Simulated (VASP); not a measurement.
# TaN (Fm-3m) in VASP: settings compared

The runs below take TaN through single point, relaxation of cell and atoms, with PBE, PBE+D3(BJ), PBE+D4.

Everything below comes from runs of VASP 6.6.1. Logs are shortened: lines on timing, memory, paths and dates and some standing lists are left out, and cuts for length are marked.

## Step 1: The cell of the first run

The structure is cubic, space group Fm-3m (No. 225). Conventional cell: a = 4.423 Å, b = 4.423 Å, c = 4.423 Å, α = 90.00°, β = 90.00°, γ = 90.00°. Ta (site symmetry m-3m) has 6 N at 2.21 Å within 2.9 Å. N (site symmetry m-3m) has 6 Ta at 2.21 Å within 2.9 Å.

## Step 2: Single point, PBE

Contents of INCAR:

```
ALGO     = Normal         # electronic algorithm
EDIFF    = 1E-6           # SCF threshold, eV
ENCUT    = 520            # plane-wave cutoff, eV
GGA      = PE             # functional
ISIF     = 2              # what is computed and relaxed
ISMEAR   = 0              # smearing method
LASPH    = True           # aspherical terms in the spheres
LCHARG   = False          # write CHGCAR
LREAL    = False          # projectors in reciprocal space
LWAVE    = False          # write WAVECAR
NBANDS   = 15             # bands
NELM     = 100            # most SCF steps
PREC     = Accurate       # precision mode
SIGMA    = 0.028000000000000004 # smearing width, eV
```

Contents of KPOINTS:

```
k-points
0
Gamma
  10 10 10
```

Contents of POSCAR:

```
TaN
1.0
    0.0000000000      2.2113230000      2.2113230000
    2.2113230000      0.0000000000      2.2113230000
    2.2113230000      2.2113230000      0.0000000000
Ta N
1 1
Direct
    0.5000000000      0.5000000000      0.5000000000
    0.0000000000      0.0000000000      0.0000000000
```

Potentials or basis: VASP PAW PBE potentials, release 64 (Ta_pv, N).

On the command line:

```sh
$ cat potpaw_PBE.64/Ta_pv/POTCAR potpaw_PBE.64/N/POTCAR > POTCAR
$ mpirun -np 1 vasp_std > vasp.out
```

OUTCAR:

```text
EDIFF = 1E-6
   ENCUT = 520
   GGA = PE
   ISIF = 2
   ISMEAR = 0
   LASPH = True
   LREAL = False
   NELM = 100
   PREC = Accurate

 ion  position               nearest neighbor table
   1  0.500  0.500  0.500-   2 2.21   2 2.21   2 2.21   2 2.21   2 2.21   2 2.21
   2  0.000  0.000  0.000-   1 2.21   1 2.21   1 2.21   1 2.21   1 2.21   1 2.21

  LATTYP: Found a face centered cubic cell.
 ALAT       =     4.4226460000

  Lattice vectors:

 A1 = (   0.0000000000,   2.2113230000,   2.2113230000)
 A2 = (   2.2113230000,   0.0000000000,   2.2113230000)
 A3 = (   2.2113230000,   2.2113230000,   0.0000000000)

Analysis of symmetry for initial positions (statically):
=====================================================================
 Subroutine PRICEL returns:
 Original cell was already a primitive cell.

 Routine SETGRP: Setting up the symmetry group for a
 face centered cubic supercell.

 Subroutine GETGRP returns: Found 48 space group operations
 (whereof 48 operations were pure point group operations)
 out of a pool of 48 trial point group operations.

The static configuration has the point symmetry O_h .

Analysis of symmetry for dynamics (positions and initial velocities):
=====================================================================
 Subroutine PRICEL returns:
 Original cell was already a primitive cell.

 Routine SETGRP: Setting up the symmetry group for a
 face centered cubic supercell.

 Subroutine GETGRP returns: Found 48 space group operations
 (whereof 48 operations were pure point group operations)
 out of a pool of 48 trial point group operations.

The dynamic configuration has the point symmetry O_h .

 Subroutine INISYM returns: Found 48 space group operations
 (whereof 48 operations are pure point group operations),
 and found     1 'primitive' translations

----------------------------------------------------------------------------------------

                                     Primitive cell

  volume of cell :      21.6265

  direct lattice vectors                    reciprocal lattice vectors
     0.000000000  2.211323000  2.211323000    -0.226108985  0.226108985  0.226108985
     2.211323000  0.000000000  2.211323000     0.226108985 -0.226108985  0.226108985
     2.211323000  2.211323000  0.000000000     0.226108985  0.226108985 -0.226108985

  length of vectors
     3.127282977  3.127282977  3.127282977     0.391632251  0.391632251  0.391632251

  position of ions in fractional coordinates (direct lattice)
     0.500000000  0.500000000  0.500000000
     0.000000000  0.000000000  0.000000000

  ion indices of the primitive-cell ions
   primitive index   ion index
                 1           1
[... 87 lines left out ...]
   EFERMI =   0.00;   METHOD = LEGACY
   ISMEAR =     0;   SIGMA  =   0.03  broadening in eV -4-tet -1-fermi 0-gaus
   EFERMI_NEDOS =   21; number of points for ismear=-14 and -15
   IALGO  =     38    algorithm
   IMIX   =      4    mixing-type and parameters
     AMIX     =   0.40;   BMIX     =  1.00
     AMIX_MAG =   1.60;   BMIX_MAG =  1.00
  volume/ion in A,a.u.               =      10.81        72.97
  Fermi-wavevector in a.u.,A,eV,Ry     =   1.480651  2.798024 29.828417  2.192327
  Thomas-Fermi vector in A             =   2.594659
   LORBIT       =      0    0 simple, 1 ext, 2 COOP (PROOUT), +10 PAW based schemes
   GGA     = PE    functional components
   LHFCALC =     F    Hartree Fock is set to
   AEXX    =    0.0000 exact exchange contribution
   IVDW    =     0    specifies the selected vdW correction
   LEPSILON=     F    determine dielectric tensor
   LRPA    =     F    only Hartree local field effects (RPA)
 non-spin polarized calculation
 Gauss-broadening in eV      SIGMA  =   0.03
  energy-cutoff  :      520.00
  volume of cell :       21.63
 maximum number of plane-waves:       592
   NGX = 11   NGY = 11   NGZ = 11

 number of electron      16.0000003 magnetization

 Free energy of the ion-electron system (eV)
  ---------------------------------------------------
  ext. energy  EPLUGINS =         0.00000000
  ---------------------------------------------------
  free energy    TOTEN  =       -21.83902607 eV

  energy without entropy =      -21.83836314  energy(sigma->0) =      -21.83869461

 E-fermi :   9.4053     XC(G=0): -13.3449

 val. band max:        9.2908026715   @ k =  -0.2000   0.2000   0.0000
 cond. band min:       9.4074933562   @ k =   0.0000   0.0000   0.0000
 fundamental gap:      0.1166906847
 Fermi energy:         9.4053260772

 k-point     1 :       0.0000    0.0000    0.0000
  band No.  band energies     occupation
      1     -26.4715      2.00000
      2     -26.4715      2.00000
      3     -26.4715      2.00000
      4      -9.3586      2.00000
      5       5.5906      2.00000
      6       5.5906      2.00000
      7       5.5906      2.00000
      8       7.2890      2.00000
      9       7.2890      2.00000
     10       7.2890      2.00000
     11       9.4075      0.91283
     12       9.4075      0.91279
     13      10.7342      0.00000
     14      18.7519      0.00000
[... 401 lines left out ...]
      2     -26.6984      2.00000
      3     -26.6744      2.00000
      4      -7.8290      2.00000
      5       1.4936      2.00000
      6       3.5494      2.00000
      7       4.2153      2.00000
      8       5.5544      2.00000
      9      11.4687      0.00000
     10      12.1972      0.00000
     11      12.2760      0.00000
     12      13.0965      0.00000
     13      17.5752      0.00000
     14      19.8463      0.00000
     15      21.6681      0.00000

 [... further k-points ...]

------------------------ aborting loop because EDIFF is reached ----------------------------------------

  FORCE on cell =-STRESS in cart. coord.  units (eV):
  Direction    XX          YY          ZZ          XY          YZ          ZX
  --------------------------------------------------------------------------------------
  -------------------------------------------------------------------------------------
  Total       -0.0792252     -0.0792252     -0.0792252      0.0000000      0.0000000      0.0000000
  in kB       -5.8693121     -5.8693121     -5.8693121      0.0000000      0.0000000      0.0000000
  external PRESSURE =      -5.8693121 kB  Pullay stress =       0.0000000 kB

 VOLUME and BASIS-vectors are now :
 -----------------------------------------------------------------------------
  energy-cutoff  :      520.00
  volume of cell :       21.63
      direct lattice vectors                 reciprocal lattice vectors
     0.000000000  2.211323000  2.211323000    -0.226108985  0.226108985  0.226108985
     2.211323000  0.000000000  2.211323000     0.226108985 -0.226108985  0.226108985
     2.211323000  2.211323000  0.000000000     0.226108985  0.226108985 -0.226108985

 POSITION                                       TOTAL-FORCE (eV/Angst)
 -----------------------------------------------------------------------------------
      2.21132      2.21132      2.21132         0.000000      0.000000     -0.000000
      0.00000      0.00000      0.00000        -0.000000     -0.000000      0.000000
 -----------------------------------------------------------------------------------
    total drift:                                0.000000     -0.000000     -0.000000

  FREE ENERGIE OF THE ION-ELECTRON SYSTEM (eV)
  ---------------------------------------------------
  free  energy   TOTEN  =       -21.8390260747 eV

  energy  without entropy=      -21.8383631385  energy(sigma->0) =      -21.83869461
```

OSZICAR:

```text
N       E                     dE             d eps       ncg     rms          rms(c)
DAV:   1     0.889034699663E+02    0.88903E+02   -0.87222E+03  1410   0.113E+03
DAV:   2    -0.221969408293E+02   -0.11110E+03   -0.10463E+03  1746   0.301E+02
DAV:   3    -0.248576723475E+02   -0.26607E+01   -0.26473E+01  1571   0.435E+01
DAV:   4    -0.248678051435E+02   -0.10133E-01   -0.10130E-01  1844   0.288E+00
DAV:   5    -0.248678736458E+02   -0.68502E-04   -0.68501E-04  1592   0.207E-01    0.233E+01
DAV:   6    -0.219420900479E+02    0.29258E+01   -0.55302E+00  1657   0.263E+01    0.957E+00
DAV:   7    -0.218744502434E+02    0.67640E-01   -0.51123E-01  1564   0.600E+00    0.671E+00
DAV:   8    -0.218459302790E+02    0.28520E-01   -0.15163E-01  1613   0.338E+00    0.169E+00
DAV:   9    -0.218390806334E+02    0.68496E-02   -0.18364E-02  1592   0.113E+00    0.318E-01
DAV:  10    -0.218390477972E+02    0.32836E-04   -0.12373E-03  1732   0.342E-01    0.613E-02
DAV:  11    -0.218390255111E+02    0.22286E-04   -0.40180E-05  1522   0.708E-02    0.133E-02
DAV:  12    -0.218390260747E+02   -0.56362E-06   -0.31972E-06  1676   0.175E-02
   1 F= -.21839026E+02 E0= -.21838695E+02  d E =-.662936E-03
```

stdout:

```text
POSCAR found type information on POSCAR TaN
 POSCAR found :  2 types and       2 ions
 scaLAPACK will be used
 LDA part: xc-table for (Slater+PW92), standard interpolation
 POSCAR, INCAR and KPOINTS ok, starting setup
 FFT: planning ... GRIDC
 FFT: planning ... GRID_SOFT
 FFT: planning ... GRID
 WAVECAR not read
 entering main loop
```

Run time: 12 s. Hardware: 1 thread of Intel Xeon Platinum 8259CL at 2.50GHz (Skylake/Cascade Lake), shared host; peak memory 0.15 GiB.

What came out:

```yaml
Free_energy: -21.8390 eV
Pressure: -0.6 GPa
Band_gap_on_the_k_mesh: zero (band 8 reaches 11.20 eV, above the bottom of band 9 at 7.29 eV)
```

Caveat: spin-orbit coupling is left out, which moves the levels of the heavy elements.

## Step 3: Single point, PBE+D3(BJ)

This run uses another cell than the first one, of 10.54 Å³/atom, 0.974 times its volume.

Contents of INCAR:

```
ALGO     = Normal         # electronic algorithm
EDIFF    = 1E-6           # SCF threshold, eV
ENCUT    = 520            # plane-wave cutoff, eV
GGA      = PE             # functional
ISIF     = 2              # what is computed and relaxed
ISMEAR   = -1             # smearing method
IVDW     = 12             # dispersion correction
LASPH    = True           # aspherical terms in the spheres
LCHARG   = True           # write CHGCAR
LELF     = True           # ELF
LREAL    = False          # projectors in reciprocal space
LVHAR    = True         
LWAVE    = False          # write WAVECAR
NBANDS   = 15             # bands
NELM     = 60             # most SCF steps
PREC     = Accurate       # precision mode
SIGMA    = 0.05           # smearing width, eV
```

KPOINTS is that of step 2.

Contents of POSCAR:

```
TaN
1.0
    0.0000000000      2.1922496607      2.1922496607
    2.1922496607      0.0000000000      2.1922496607
    2.1922496607      2.1922496607      0.0000000000
Ta N
1 1
Direct
    0.5000000000      0.5000000000      0.5000000000
    0.0000000000      0.0000000000      0.0000000000
```

Potentials or basis: VASP PAW PBE potentials, release 64 (Ta_pv, N).

On the command line:

```sh
$ cat potpaw_PBE.64/Ta_pv/POTCAR potpaw_PBE.64/N/POTCAR > POTCAR
$ mpirun -np 1 vasp_std > vasp.out
```

OUTCAR:

```text
EDIFF = 1E-6
   ENCUT = 520
   GGA = PE
   ISIF = 2
   ISMEAR = -1
   IVDW = 12
   LASPH = True
   LREAL = False
   NELM = 60
   PREC = Accurate
 IVDW          = 12

 ion  position               nearest neighbor table
   1  0.500  0.500  0.500-   2 2.19   2 2.19   2 2.19   2 2.19   2 2.19   2 2.19
   2  0.000  0.000  0.000-   1 2.19   1 2.19   1 2.19   1 2.19   1 2.19   1 2.19

  LATTYP: Found a face centered cubic cell.
 ALAT       =     4.3844993214

  Lattice vectors:

 A1 = (   0.0000000000,   2.1922496607,   2.1922496607)
 A2 = (   2.1922496607,   0.0000000000,   2.1922496607)
 A3 = (   2.1922496607,   2.1922496607,   0.0000000000)

Analysis of symmetry for initial positions (statically):
=====================================================================
 Subroutine PRICEL returns:
 Original cell was already a primitive cell.

 Routine SETGRP: Setting up the symmetry group for a
 face centered cubic supercell.

 Subroutine GETGRP returns: Found 48 space group operations
 (whereof 48 operations were pure point group operations)
 out of a pool of 48 trial point group operations.

The static configuration has the point symmetry O_h .

[... 175 lines left out ...]
      8       7.5139      2.00000
      9       7.5139      2.00000
     10       7.5139      2.00000
     11       9.7103      0.67188
     12       9.7103      0.67187
     13      11.2507      0.00000
     14      19.0579      0.00000
[... 401 lines left out ...]
      2     -26.3725      2.00000
      3     -26.3459      2.00000
      4      -7.7067      2.00000
      5       1.6580      2.00000
      6       3.7144      2.00000
      7       4.4144      2.00000
      8       5.7422      2.00000
      9      11.8515      0.00000
     10      12.6132      0.00000
     11      12.6938      0.00000
     12      13.6203      0.00000
     13      18.1465      0.00000
     14      20.4431      0.00000
     15      22.0286      0.00000

 [... further k-points ...]

------------------------ aborting loop because EDIFF is reached ----------------------------------------

 Edisp (eV)   -0.95373

 E8    (eV) :    -0.4411

  FORCE on cell =-STRESS in cart. coord.  units (eV):
  Direction    XX          YY          ZZ          XY          YZ          ZX
  --------------------------------------------------------------------------------------
  -------------------------------------------------------------------------------------
  Total       0.11790     0.11790     0.11790     0.00000    -0.00000     0.00000
  in kB       8.96426     8.96426     8.96426     0.00000    -0.00000     0.00000
  external pressure =        8.96 kB  Pullay stress =        0.00 kB

 VOLUME and BASIS-vectors are now :
 -----------------------------------------------------------------------------
  energy-cutoff  :      520.00
  volume of cell :       21.07
      direct lattice vectors                 reciprocal lattice vectors
     0.000000000  2.192249661  2.192249661    -0.228076213  0.228076213  0.228076213
     2.192249661  0.000000000  2.192249661     0.228076213 -0.228076213  0.228076213
     2.192249661  2.192249661  0.000000000     0.228076213  0.228076213 -0.228076213

 POSITION                                       TOTAL-FORCE (eV/Angst)
 -----------------------------------------------------------------------------------
      2.19225      2.19225      2.19225        -0.000000     -0.000000     -0.000000
      0.00000      0.00000      0.00000         0.000000      0.000000      0.000000
 -----------------------------------------------------------------------------------
    total drift:                                0.000000     -0.000000     -0.000000

  FREE ENERGIE OF THE ION-ELECTRON SYSTEM (eV)
  ---------------------------------------------------
  free  energy   TOTEN  =       -22.7821485564 eV

  energy  without entropy=      -22.7764095859  energy(sigma->0) =      -22.77927907
```

It took 11 s on 1 thread of Intel Xeon Platinum 8259CL at 2.50GHz (Skylake/Cascade Lake), shared host; peak memory 0.15 GiB.

Results:

```yaml
Free_energy: -22.7821 eV
Pressure: 0.9 GPa
Band_gap_on_the_k_mesh: zero (band 8 reaches 11.57 eV, above the bottom of band 9 at 7.51 eV)
Dispersion_energy_per_atom: -0.477 eV
```

Levels at points of the mesh, in eV from the Fermi level:
```
           k point  band 5  band 6  band 7  band 8  band 9  band 10  band 11  band 12
(0.00, 0.00, 0.00)   -3.87   -3.87   -3.87   -2.16   -2.16    -2.16     0.03     0.03
(0.50, 0.00, 0.00)  -10.47   -7.67   -7.67    1.90    1.90     1.99     3.83     7.60
(0.50, 0.50, 0.00)   -6.69   -5.56   -4.68   -4.68    2.11     3.56     3.56     4.60
```

Caveat: spin-orbit coupling is left out, which moves the levels of the heavy elements; pairwise dispersion overbinds metals, which lowers pressure and volume.

(Continued in part 2 of 3.)
